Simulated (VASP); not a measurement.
## Co: single point with PBEsol

The system is Co.

```xyz
2
Lattice="2.3084 0.0000 0.0000 0.0000 2.3084 0.0000 0.0000 0.0000 3.2636" Properties=species:S:1:pos:R:3 pbc="T T T"
Co    0.0000    0.0000    0.0000
Co    1.1542    1.1542    1.6318
```

This isn't the form of Co at room conditions, which is hcp.

* Program: VASP 6.6.1
* Task: single point
* Functional: PBEsol
* Potentials or basis: VASP PAW PBE potentials, release 64 (Co)
* Cutoff: 520 eV
* k mesh: 15 × 15 × 10
* Occupations: fermi-dirac, width 0.05 eV
* Spin: collinear spin, ferromagnetic start
* Starting moments: [1.619, 1.619] μB

```yaml
Pressure: 56.4 GPa
Band_gap_on_the_k_mesh: zero (filled and empty bands overlap)
Net_moment: 2.03 μB per cell
Site_moments: Co +1.00 μB
Valence_electrons_inside_the_program's_atomic_spheres: Co 8.80
```

Stress tensor (GPa, compression positive):
```
56.28  0.00  0.00
 0.00 56.28  0.00
 0.00  0.00 56.75
```

Levels at points of the mesh, in eV from the Fermi level:
Spin up:
| k point | band 6 | band 7 | band 8 | band 9 | band 10 | band 11 | band 12 | band 13 | band 14 | band 15 |
| --- | --- | --- | --- | --- | --- | --- | --- | --- | --- | --- |
| (0.00, 0.00, 0.00) | -2.87 | -1.22 | -1.21 | -0.09 | 0.29 | 0.29 | 3.07 | 12.29 | 17.38 | 17.38 |
| (0.00, 0.00, 0.50) | -2.13 | -1.54 | -1.54 | -1.54 | -1.54 | -0.67 | -0.67 | 22.53 | 22.53 | 22.88 |
Spin down:
```csv
k point,band 5,band 6,band 7,band 8,band 9,band 10,band 11,band 12
"(0.00, 0.00, 0.00)",-1.88,-1.88,-0.02,-0.01,1.18,1.45,1.45,3.17
"(0.00, 0.00, 0.50)",-1.17,-1.17,-0.50,-0.50,-0.50,-0.50,0.57,0.57
```

It took 2.4 min on 1 thread of Intel(R) Xeon(R) Platinum 8259CL CPU @ 2.50GHz (Skylake/Cascade Lake) (shared host), peak memory 0.21 GiB.

Caveat: the cell stands under pressure; the PAW data sets were made with another functional, which shifts forces and pressure a little.
